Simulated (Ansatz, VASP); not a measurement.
# One calculation of PtSe2, two programs

Contents of INCAR:

```
PREC = Accurate
ENCUT = 520
EDIFF = 1E-7
ISMEAR = 0
SIGMA = 0.15
LREAL = F
LASPH = T
NELM = 100
ALGO = Normal
ISIF = 2
LWAVE = F
LCHARG = F
GGA = PE
NBANDS = 18
```

KPOINTS

```
Automatic mesh
0
Gamma
  12 12 10
```

Contents of POSCAR:

```
PtSe2
1.0
    3.7240006046      0.0000000000      0.0000000000
   -1.8620003023      3.0799505666      0.0000000000
    0.0000000000      0.0000000000      5.0620000000
Pt Se
1 2
Direct
    0.0000000000      0.0000000000      0.0000000000
    0.3333333333      0.6666666667      0.2500000000
    0.6666666667      0.3333333333      0.7500000000
```

Input for Ansatz:

```yaml
crystal:
  lattice:
    - [3.7240006046, 0.0, 0.0]
    - [-1.8620003023, 3.0799505666, 0.0]
    - [0.0, 0.0, 5.062]
  atoms:
    - { symbol: Pt, position: [0.0, 0.0, 0.0] }
    - { symbol: Se, position: [0.3333333333, 0.6666666667, 0.25] }
    - { symbol: Se, position: [0.6666666667, 0.3333333333, 0.75] }
basis:
  ecutwfc: 420
kpoints:
  mp_grid: { grid: [12, 12, 10] }
hamiltonian:
  xc: pbe
scf:
  occupations: { method: gaussian, width: 0.15 }
output:
  forces: true
  stress: true
  eigenvalues: true
```

Change from the starting cell: strain -0.0450 x Voigt [0, 1, 0, 0, 0, 0], atoms carried along.

Alike in both runs: task single point; functional PBE; k mesh 12 × 12 × 10; occupations gaussian, width 0.15 eV; no spin polarisation.

|  | VASP | Ansatz |
| --- | --- | --- |
| version | VASP 6.6.1 | Ansatz 0.2.0 |
| potentials or method | VASP PAW PBE potentials, release 64 (Pt, Se), cutoff 520 eV | scalar-relativistic, plane waves, PAW |
| valence electrons in the cell | 22 | 50 |

Ansatz gave:

| Item | Value |
| --- | --- |
| gap on the k mesh at the Fermi level (eV) | none |
| pressure (GPa) | 15.9 |
| traceless stress, the component that is largest in VASP (GPa) | 6.19 |
| rms of the force components (eV/Å) | 0.598 |

Q: Estimate VASP's values.

A: gap on the k mesh at the Fermi level (eV): none; pressure (GPa): 15.9; traceless stress, the component that is largest in VASP (GPa): 6.20; rms of the force components (eV/Å): 0.602.

Atom by atom the forces differ by 0.005 eV/Å (rms over components). A gap of «none» marks a metal or a gap that the smearing closes. VASP's potentials hold 22 valence electrons a cell and Ansatz's 50, so a difference there can come from the potentials and not from the codes.

Neither program's run includes spin-orbit coupling.
